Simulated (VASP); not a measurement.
Input of a VASP 6.6.1 run:

The input INCAR:

```
SYSTEM = CdSi2
ALGO = Fast
EDIFF = 1E-7
ENCUT = 520
GGA = PE
ISIF = 2
ISMEAR = 0
LASPH = .TRUE.
LCHARG = .TRUE.
LELF = .TRUE.
LREAL = .FALSE.
LVHAR = .TRUE.
LWAVE = .FALSE.
NBANDS = 29
NELM = 60
PREC = Accurate
SIGMA = 0.1
```

KPOINTS

```
k-points
0
G
  12 12 4
  0 0 0
```

The input POSCAR:

```
CdSi2
1.0
    3.7662872363      0.0000000000      0.0000000000
   -1.8831436182      3.2617004246      0.0000000000
    0.0000000000      0.0000000000     10.3376374484
Cd Si
2 4
Direct
    0.3333333333      0.6666666667      0.2500000000
    0.6666666667      0.3333333333      0.7500000000
    0.3333333333      0.6666666667      0.9543372114
    0.6666666667      0.3333333333      0.0456627886
    0.6666666667      0.3333333333      0.4543372114
    0.3333333333      0.6666666667      0.5456627886
```

Potentials or basis: VASP PAW PBE potentials, release 64 (Cd, Si).

Command:

```bash
$ cat potpaw_PBE.64/Cd/POTCAR potpaw_PBE.64/Si/POTCAR > POTCAR
$ mpirun -np 1 vasp_std > vasp.out
```

Question: Predict the band gap on the k mesh.

Answer: Zero (bands 20 and 21 overlap by 1.97 eV).

Question: What does it give for the pressure?

Answer: 0.1 GPa.

Question: What does it give for the largest force?

Answer: 0.021 eV/Å.

Forces on the atoms (eV/Å):
```
Cd   0.000  0.000  0.000
Cd   0.000  0.000  0.000
Si   0.000  0.000  0.021
Si   0.000  0.000 -0.021
Si   0.000  0.000  0.021
Si   0.000  0.000 -0.021
```
